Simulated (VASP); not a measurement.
Here is a VASP 6.6.1 calculation.

File INCAR:

```
PREC     = Accurate       # precision mode
ENCUT    = 520            # plane-wave cutoff, eV
EDIFF    = 1E-6           # SCF threshold, eV
ISMEAR   = -1             # smearing method
SIGMA    = 0.05           # smearing width, eV
LREAL    = False          # projectors in reciprocal space
LASPH    = True           # aspherical terms in the spheres
NELM     = 60             # most SCF steps
ALGO     = Normal         # electronic algorithm
ISIF     = 2              # what is computed and relaxed
LWAVE    = False          # write WAVECAR
LCHARG   = False          # write CHGCAR
GGA      = PS             # functional
NBANDS   = 12             # bands
```

KPOINTS

```
Automatic mesh
0
Gamma
  11 11 11
```

Contents of POSCAR:

```
Ta
1.0
   -1.6289626696      1.6289626696      1.6289626696
    1.6289626696     -1.6289626696      1.6289626696
    1.6289626696      1.6289626696     -1.6289626696
Ta
1
Direct
    0.0000000000      0.0000000000      0.0000000000
```

Potentials or basis: VASP PAW PBE potentials, release 64 (Ta_pv).

The run is started by

```bash
$ cat potpaw_PBE.64/Ta_pv/POTCAR > POTCAR
$ mpirun -np 1 vasp_std > vasp.out
```

**Question.** Estimate the pressure.

**Answer.** 4.6 GPa.

Caveat: the PAW data sets were made with another functional, which shifts forces and pressure a little.
